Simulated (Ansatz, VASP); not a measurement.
**One calculation of Mg2B3, two programs**

Contents of INCAR:

```
SYSTEM = Mg2B3
PREC = Accurate
ENCUT = 600
EDIFF = 1E-7
ISMEAR = 0
SIGMA = 0.1
LREAL = .FALSE.
LASPH = .TRUE.
NELM = 100
ALGO = Normal
ISIF = 3
LWAVE = .FALSE.
LCHARG = .FALSE.
GGA = PE
IBRION = 2
NSW = 90
EDIFFG = -0.04
```

File KPOINTS:

```
regular mesh
0
G
  6 6 4
  0 0 0
```

Contents of POSCAR:

```
Mg2B3
1.0
    3.9130684300      0.0000000000      0.0000000000
   -1.9565342200      3.3888166700      0.0000000000
    0.0000000000      0.0000000000      5.3116199300
Mg B
2 3
Direct
    0.3333333300      0.6666666700      0.5000000000
    0.6666666700      0.3333333300      0.5000000000
    0.0000000000      0.0000000000      0.7048169300
    0.0000000000      0.0000000000      0.2951830700
    0.0000000000      0.0000000000      0.0000000000
```

Input for Ansatz:

```yaml
crystal:
  lattice:
    - [3.91306843, 0.0, 0.0]
    - [-1.95653422, 3.38881667, 0.0]
    - [0.0, 0.0, 5.31161993]
  atoms:
    - { symbol: Mg, position: [0.33333333, 0.66666667, 0.5] }
    - { symbol: Mg, position: [0.66666667, 0.33333333, 0.5] }
    - { symbol: B, position: [0.0, 0.0, 0.70481693] }
    - { symbol: B, position: [0.0, 0.0, 0.29518307] }
    - { symbol: B, position: [0.0, 0.0, 0.0] }
basis:
  ecutwfc: 420
kpoints:
  mp_grid: { grid: [6, 6, 4] }
hamiltonian:
  xc: pbe
scf:
  occupations: { method: gaussian, width: 0.1 }
  lower_state_search: "off"
output:
  forces: true
  stress: true
  eigenvalues: true
relax:
  adjacent_minimum: "off"
  f_tol: 0.04
  max_steps: 70
  cell: { stress_tol: 0.4 }
```

Alike in both runs: task relaxation of cell and atoms; functional PBE; k mesh 6 × 6 × 4; occupations gaussian, width 0.1 eV; no spin polarisation.

|  | VASP | Ansatz |
| --- | --- | --- |
| version | VASP 6.6.1 | Ansatz 0.2.0 |
| potentials or method | VASP PAW PBE potentials, release 64 (Mg, B), cutoff 600 eV | scalar-relativistic, plane waves, PAW |
| valence electrons in the cell | 13 | 29 |

```csv
,VASP,Ansatz,Ansatz less VASP
"gap on the k mesh at the Fermi level, each at its own relaxed structure (eV)",none,none,-
relaxed volume (Å³/atom),16.82,16.83,+0.019
relaxed cell length with the largest relative difference (Å),4.549,4.553,+0.0035
```

A gap of «none» marks a metal or a gap that the smearing closes. VASP's potentials hold 13 valence electrons a cell and Ansatz's 29, so a difference there can come from the potentials and not from the codes.

Noted on VASP's run: the volume moved by over 15 % at a fixed basis, so the end points are rough.
